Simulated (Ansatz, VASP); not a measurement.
**Two plane-wave programs on Pt**

```xyz
4
Lattice="2.7395 0.0000 0.0000 -1.3698 2.3725 0.0000 0.0000 0.0000 9.2464" Properties=species:S:1:pos:R:3 pbc="T T T"
Pt    0.0000    0.0000    0.0000
Pt    0.0000    0.0000    4.6232
Pt    0.0000    1.5817    6.9348
Pt    1.3698    0.7908    2.3116
```

Alike in both runs: task relaxation of cell and atoms; functional PBEsol; k mesh 9 × 9 × 2; occupations gaussian, width 0.1 eV; no spin polarisation.

|  | VASP | Ansatz |
| --- | --- | --- |
| version | VASP 6.6.1 | Ansatz 0.2.0 |
| potentials or method | VASP PAW PBE potentials, release 64 (Pt), cutoff 600 eV | scalar-relativistic, plane waves, PAW |
| valence electrons in the cell | 40 | 72 |

VASP gave:

| Quantity | Value |
| --- | --- |
| gap on the k mesh at the Fermi level, each at its own relaxed structure (eV) | none |
| relaxed volume (Å³/atom) | 15.07 |
| relaxed length of the cell vector where the two differ most in proportion (Å) | 9.204 |

What did Ansatz give for the same quantities?

gap on the k mesh at the Fermi level, each at its own relaxed structure (eV): none; relaxed volume (Å³/atom): 15.08; relaxed length of the cell vector where the two differ most in proportion (Å): 9.192.

VASP's potentials were made for PBE, not for PBEsol. A gap of «none» marks a metal or a gap that the smearing closes. VASP's potentials hold 40 valence electrons a cell and Ansatz's 72, so a difference there can come from the potentials and not from the codes.

Spin-orbit coupling is off throughout. Noted on VASP's run: too few bands were computed for a metal, which touches its energy and stress.
